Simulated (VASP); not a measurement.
**Ag: single point with PBE**

The system is Ag.

```xyz
1
Lattice="0.0000 2.0741 2.0741 2.0741 0.0000 2.0741 2.0741 2.0741 0.0000" Properties=species:S:1:pos:R:3 pbc="T T T"
Ag    0.0000    0.0000    0.0000
```

```yaml
Program: VASP 6.6.1
Task: single point
Functional: PBE
Potentials_or_basis: VASP PAW PBE potentials, release 64 (Ag)
Cutoff: 520 eV
k_mesh: 16 × 16 × 16
Occupations: fermi-dirac, width 0.08 eV
Spin: no spin polarisation
```

The pressure is -0.1 GPa.

Levels at points of the mesh, in eV from the Fermi level:
```
           k point  band 2  band 3  band 4  band 5  band 6  band 7  band 8  band 9  band 10  band 11
(0.00, 0.00, 0.00)   -4.61   -4.61   -4.61   -3.66   -3.66   15.95   19.26   19.26    19.26    23.96
(0.50, 0.00, 0.00)   -4.63   -4.63   -2.93   -2.93   -0.24    3.39   15.18   17.44    17.44    22.25
(0.50, 0.50, 0.00)   -6.00   -2.96   -2.73   -2.73    1.68    6.43   10.47   10.47    16.68    16.70
```

Run time: 8.1 s on 1 thread of Intel(R) Xeon(R) 6975P-C (Granite Rapids) (shared host), peak memory 0.16 GiB.
